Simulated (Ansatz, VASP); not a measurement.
Two plane-wave programs on InSb

```
CELL_PARAMETERS angstrom
3.30480 0.00000 0.00000
0.00000 3.30480 0.00000
0.00000 0.00000 3.30480
ATOMIC_POSITIONS crystal
Sb 0.50000 0.50000 0.50000
In 0.00000 0.00000 0.00000
```

Alike in both runs: task relaxation of cell and atoms; functional PBEsol; k mesh 6 × 6 × 6; occupations gaussian, width 0.1 eV; no spin polarisation.

|  | VASP | Ansatz |
| --- | --- | --- |
| version | VASP 6.6.1 | Ansatz 0.2.0 |
| potentials or method | VASP PAW PBE potentials, release 64 (Sb, In_d), cutoff 500 eV | scalar-relativistic, plane waves, PAW |
| valence electrons in the cell | 18 | 28 |

Ansatz gave:

| Property | Result |
| --- | --- |
| gap on the k mesh at the Fermi level, each at its own relaxed structure (eV) | none |
| relaxed volume (Å³/atom) | 25.74 |
| relaxed cell length with the largest relative difference (Å) | 3.720 |

Task: Estimate VASP's values.

Result: gap on the k mesh at the Fermi level, each at its own relaxed structure (eV): none; relaxed volume (Å³/atom): 25.85; relaxed cell length with the largest relative difference (Å): 3.725.

VASP's potentials were made for PBE, not for PBEsol. A gap of «none» marks a metal or a gap that the smearing closes. VASP's potentials hold 18 valence electrons a cell and Ansatz's 28, so a difference there can come from the potentials and not from the codes.

Spin-orbit coupling is off throughout. Noted on VASP's run: the volume moved by over 15 % at a fixed basis, so the end points are rough; too few bands were computed for a metal, which touches its energy and stress.
